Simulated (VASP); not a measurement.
A run of VASP 6.6.1 is set up as follows.

File INCAR:

```
SYSTEM = AlBiSe2
PREC = Accurate ; ENCUT = 500
EDIFF = 1E-6 ; ISMEAR = 0
SIGMA = 0.025 ; LREAL = .FALSE.
LASPH = .TRUE. ; NELM = 120
ALGO = Normal ; ISIF = 2
LWAVE = .FALSE. ; LCHARG = .TRUE.
GGA = PE ; LELF = .TRUE.
LVHAR = .TRUE. ; NBANDS = 40
GGA_COMPAT = .FALSE.
```

File KPOINTS:

```
Automatic mesh
0
G
  4 4 4
  0 0 0
```

POSCAR

```
AlBiSe2
1.0
    0.0000000000      0.0000000000      6.4461520000
    4.1433730000     -4.1433730000      3.2230760000
    4.1433730000      4.1433730000     -3.2230760000
Bi Se Al
2 4 2
Direct
    0.2500000000      0.0000000000      0.0000000000
    0.7500000000      0.0000000000      0.0000000000
    0.6667000000      0.5000000000      0.8334000000
    0.1667000000      0.1666000000      0.5000000000
    0.3333000000      0.5000000000      0.1666000000
    0.8333000000      0.8334000000      0.5000000000
    0.7500000000      0.5000000000      0.5000000000
    0.2500000000      0.5000000000      0.5000000000
```

Potentials or basis: VASP PAW PBE potentials, release 64 (Bi_d, Se, Al).

Run with:

```sh
$ cat potpaw_PBE.64/Bi_d/POTCAR potpaw_PBE.64/Se/POTCAR potpaw_PBE.64/Al/POTCAR > POTCAR
$ mpirun -np 1 vasp_std > vasp.out
```

(1) Predict the pressure.

(2) Predict the largest force.

(3) What does it give for the band gap on the k mesh?

Results:

(1) -3.1 GPa.

(2) 0.708 eV/Å.

(3) zero (bands 30 and 31 overlap by 1.06 eV).

Caveat: the cell stands under tension; spin-orbit coupling is left out, which moves the levels of the heavy elements.
